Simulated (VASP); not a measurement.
Here is a VASP 6.6.1 calculation.

INCAR

```
SYSTEM = PbS
PREC = Accurate
ENCUT = 520
EDIFF = 1E-7
ISMEAR = -1
SIGMA = 0.05
LREAL = .False.
LASPH = .True.
NELM = 100
ALGO = Normal
ISIF = 2
LWAVE = .False.
LCHARG = .False.
GGA = RE
NBANDS = 17
```

File KPOINTS:

```
regular mesh
0
Gamma
  8 8 7
  0 0 0
```

File POSCAR:

```
PbS
1.0
    4.0896976867      0.0000000000      0.0000000000
   -2.0448488433      3.5417820905      0.0000000000
    0.0000000000      0.0000000000      3.7881670000
Pb S
1 1
Direct
    0.0000000000      0.0000000000      0.0000000000
    0.6666666667      0.3333333333      0.5000000000
```

Potentials or basis: VASP PAW PBE potentials, release 64 (Pb_d, S).

Command:

```sh
$ cat potpaw_PBE.64/Pb_d/POTCAR potpaw_PBE.64/S/POTCAR > POTCAR
$ mpirun -np 1 vasp_std > vasp.out
```

**Question.** What does it give for the pressure?

**Answer.** 1.3 GPa.

**Question.** Estimate the band gap on the k mesh.

**Answer.** 0.27 eV, indirect (least direct gap 1.69 eV).

Stress tensor (GPa, compression positive):
```
1.26 0.00 0.00
0.00 1.26 0.00
0.00 0.00 1.35
```

Caveat: the PAW data sets were made with another functional, which shifts forces and pressure a little; spin-orbit coupling is left out, which moves the levels of the heavy elements. A k mesh can miss the band edges.
